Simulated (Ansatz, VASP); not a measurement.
**ZrC in VASP and in Ansatz**

```
CELL_PARAMETERS angstrom
0.00000 2.52844 2.52844
2.52844 0.00000 2.52844
2.52844 2.52844 0.00000
ATOMIC_POSITIONS crystal
Zr 0.50000 0.50000 0.50000
C 0.75000 0.75000 0.75000
```

Alike in both runs: task single point; functional PBE; k mesh 9 × 9 × 9; occupations fermi-dirac, width 0.05 eV; no spin polarisation.

|  | VASP | Ansatz |
| --- | --- | --- |
| version | VASP 6.6.1 | Ansatz 0.2.0 |
| potentials or method | VASP PAW PBE potentials, release 64 (Zr_sv, C) | Ansatz PAW soft_1 |
| plane-wave cutoff (eV) | 520 | 420 |
| valence electrons in the cell | 16 | 16 |

Ansatz gave:

* gap on the k mesh at the Fermi level (eV): 0.54
* least direct gap on the mesh (eV): 0.54
* pressure (GPa): 3.0

**Question.** Estimate VASP's values.

**Answer.** gap on the k mesh at the Fermi level (eV): 0.54; least direct gap on the mesh (eV): 0.54; pressure (GPa): 3.2.

Noted on Ansatz's run: odd divisions of the mesh miss points on the zone boundary, where band edges often lie, so the gap on the mesh can be too wide.
